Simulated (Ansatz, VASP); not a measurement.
# CdS in VASP and in Ansatz

Contents of POSCAR:

```
CdS
1.0
    0.0000000000      2.9392148365      2.9392148365
    2.9392148365      0.0000000000      2.9392148365
    2.9392148365      2.9392148365      0.0000000000
Cd S
1 1
Direct
    0.0000000000      0.0000000000      0.0000000000
    0.2500000000      0.2500000000      0.2500000000
```

The input INCAR.step1:

```
SYSTEM = CdS
ALGO = Normal ; EDIFF = 1E-5
ENCUT = 520 ; GGA = PE
ISIF = 2 ; ISMEAR = 0
LASPH = .TRUE. ; LCHARG = .FALSE.
LREAL = .FALSE. ; LWAVE = .TRUE.
NBANDS = 16 ; NELM = 100
PREC = Accurate ; SIGMA = 0.01
```

File INCAR.step2:

```
SYSTEM = CdS
ALGO = Normal ; EDIFF = 1E-6
ENCUT = 520 ; GGA = PE
HFSCREEN = 0.2079 ; ISIF = 2
ISMEAR = 0 ; ISTART = 1
LASPH = .TRUE. ; LCHARG = .FALSE.
LHFCALC = .TRUE. ; LREAL = .FALSE.
LWAVE = .FALSE. ; NBANDS = 16
NELM = 100 ; PREC = Accurate
PRECFOCK = Normal ; SIGMA = 0.01
```

File KPOINTS:

```
k-points
0
G
  6 6 6
  0 0 0
```

Input for Ansatz:

```yaml
crystal:
  lattice:
    - [0.0, 2.9392148365, 2.9392148365]
    - [2.9392148365, 0.0, 2.9392148365]
    - [2.9392148365, 2.9392148365, 0.0]
  atoms:
    - { symbol: Cd, position: [0.0, 0.0, 0.0] }
    - { symbol: S, position: [0.25, 0.25, 0.25] }
kpoints:
  mp_grid: { grid: [6, 6, 6] }
  band_path:
    path:
      - [0.0, 0.0, 0.0]
      - [-0.5, -0.5, 0.0]
      - [-0.375, -0.375, 0.25]
      - [-0.375, 0.0, 0.375]
      - [0.0, 0.0, 0.5]
      - [-0.5, -0.25, 0.25]
    npoints: 1
hamiltonian:
  xc: hse06
scf:
  occupations: { method: fixed }
  n_extra_bands: 4
output:
  forces: true
  stress: true
  eigenvalues: true
```

Alike in both runs: task single point; functional HSE06; k mesh 6 × 6 × 6; no spin polarisation.

|  | VASP | Ansatz |
| --- | --- | --- |
| version | VASP 6.6.1 | Ansatz 0.2.0 |
| potentials or method | VASP PAW PBE potentials, release 64 (Cd, S) | plane waves, PAW |
| plane-wave cutoff (eV) | 520 | 420 |
| occupations | gaussian, width 0.01 eV | fixed |
| valence electrons in the cell | 18 | 26 |

```tsv
	VASP	Ansatz	Ansatz less VASP
gap on the k mesh at the Fermi level (eV)	2.11	2.11	-0.004
pressure (GPa)	0.5	0.2	-0.28
```

VASP's potentials hold 18 valence electrons a cell and Ansatz's 26, so a difference there can come from the potentials and not from the codes. Ansatz's warnings: stress exchange threshold loose, stress scf threshold loose.
